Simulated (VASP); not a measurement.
A run of VASP 6.6.1 is set up as follows.

The input INCAR:

```
PREC     = Accurate       # precision mode
ENCUT    = 520            # plane-wave cutoff, eV
EDIFF    = 1E-6           # SCF threshold, eV
ISMEAR   = 0              # smearing method
SIGMA    = 0.1            # smearing width, eV
LREAL    = F              # projectors in reciprocal space
LASPH    = T              # aspherical terms in the spheres
NELM     = 100            # most SCF steps
ALGO     = Normal         # electronic algorithm
ISIF     = 2              # what is computed and relaxed
LWAVE    = F              # write WAVECAR
LCHARG   = F              # write CHGCAR
GGA      = PS             # functional
NBANDS   = 13             # bands
```

The input KPOINTS:

```
regular mesh
0
Gamma
  16 16 16
```

Contents of POSCAR:

```
Pb
1.0
   -1.9548250921      1.9548250921      1.9548250921
    1.9548250921     -1.9548250921      1.9548250921
    1.9548250921      1.9548250921     -1.9548250921
Pb
1
Direct
    0.0000000000      0.0000000000      0.0000000000
```

Potentials or basis: VASP PAW PBE potentials, release 64 (Pb_d).

The run is started by

```console
$ cat potpaw_PBE.64/Pb_d/POTCAR > POTCAR
$ mpirun -np 1 vasp_std > vasp.out
```

**Question.** What does it give for the pressure?

**Answer.** -0.1 GPa.

**Question.** Estimate the band gap on the k mesh.

**Answer.** Zero (bands 7 and 8 overlap by 9.80 eV).

Caveat: the PAW data sets were made with another functional, which shifts forces and pressure a little; spin-orbit coupling is left out, which moves the levels of the heavy elements.
